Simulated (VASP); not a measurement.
C: single point with PBE

System: C, a wire with vacuum.

```
C
1.0
    10.50000    0.00000    0.00000
     0.00000    9.30000    0.00000
     0.00000    0.00000    2.89604
C
4
Direct
  0.42928 0.50000 0.00000
  0.42928 0.50000 0.50000
  0.57072 0.50000 0.00000
  0.57072 0.50000 0.50000
```

```json
{
 "Program": "VASP 6.6.1",
 "Task": "single point",
 "Functional": "PBE",
 "Potentials or basis": "VASP PAW PBE potentials, release 64 (C_h)",
 "Cutoff": "1000 eV",
 "k mesh": "1 × 1 × 23",
 "Occupations": "gaussian, width 0.05 eV",
 "Spin": "collinear spin",
 "Starting moments": "[0.5, 0.5, 0.5, 0.5] μB",
 "Dipole correction": "no",
 "Further INCAR settings": "ALGO = Normal; EDIFF = 1e-06; NBANDS = 20"
}
```

* Largest force: 0.017 eV/Å
* Net moment: 0.00 μB per cell
* Valence electrons inside the program's atomic spheres: C 1.44

Forces in eV/Å, atoms in the order of the input:
```
C   -0.017  0.000  0.000
C   -0.017  0.000  0.000
C    0.017  0.000  0.000
C    0.017  0.000  0.000
```

Wall time 6.4 min on 1 thread of Intel(R) Xeon(R) Platinum 8375C CPU @ 2.90GHz (Ice Lake) (shared host), peak memory 0.98 GiB.
